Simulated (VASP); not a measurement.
Set up this calculation in VASP 6.6.1, as the native input.

| Item | Value |
| --- | --- |
| Task | single point |
| Functional | PBE |
| Potentials or basis | VASP PAW PBE potentials, release 64 (Ag, Cl) |
| Cutoff | 520 eV |
| k mesh | 10 × 10 × 4 |
| Occupations | gaussian, width 0.05 eV |
| Spin | no spin polarisation |
| Dipole correction | no |
| Further INCAR settings | ALGO = Normal; EDIFF = 1e-06; NBANDS = 46 |

The structure of AgCl lies in POSCAR:

```
AgCl
1.0
   -3.7861669437      0.0000000000      0.0000000000
    0.0000000000      0.0000000000      3.8937085080
    0.0000000000     11.6224404486      0.0000000000
Ag Cl
4 4
Direct
    1.0000000000      0.7500000000      0.6117032472
    0.5000000000      0.7500000000      0.1117032472
    1.0000000000      0.2500000000      0.3996073482
    0.5000000000      0.2500000000      0.8996073482
    0.0000000000      0.2500000000      0.1163130417
    0.5000000000      0.2500000000      0.6163130417
    0.0000000000      0.7500000000      0.8492707785
    0.5000000000      0.7500000000      0.3492707785
```

This cell differs from its parent crystal: mode 1 (-31.0 1/cm) frozen in, largest displacement -0.200 Å.

These files were run (other wordings do the same):

INCAR

```
SYSTEM = AgCl
ALGO = Normal
EDIFF = 1E-6
ENCUT = 520
GGA = PE
ISIF = 2
ISMEAR = 0
LASPH = .TRUE.
LCHARG = .FALSE.
LREAL = .FALSE.
LWAVE = .FALSE.
NBANDS = 46
NELM = 100
PREC = Accurate
SIGMA = 0.05
```

KPOINTS

```
k-points
0
G
  10 10 4
  0 0 0
```

Potentials or basis: VASP PAW PBE potentials, release 64 (Ag, Cl).

The run is started by

```bash
$ cat potpaw_PBE.64/Ag/POTCAR potpaw_PBE.64/Cl/POTCAR > POTCAR
$ mpirun -np 1 vasp_std > vasp.out
```

Results of the run:

- Pressure: 0.0 GPa
- Largest force: 0.084 eV/Å
- Band gap on the k mesh: 0.33 eV

Caveat: the cell differs from its parent crystal (mode 1 (-31.0 1/cm) frozen in, largest displacement -0.200 Å).

It took 14 min on 1 thread of Intel(R) Xeon(R) Platinum 8259CL CPU @ 2.50GHz (Skylake/Cascade Lake), on a shared host, peak memory 0.7 GiB.
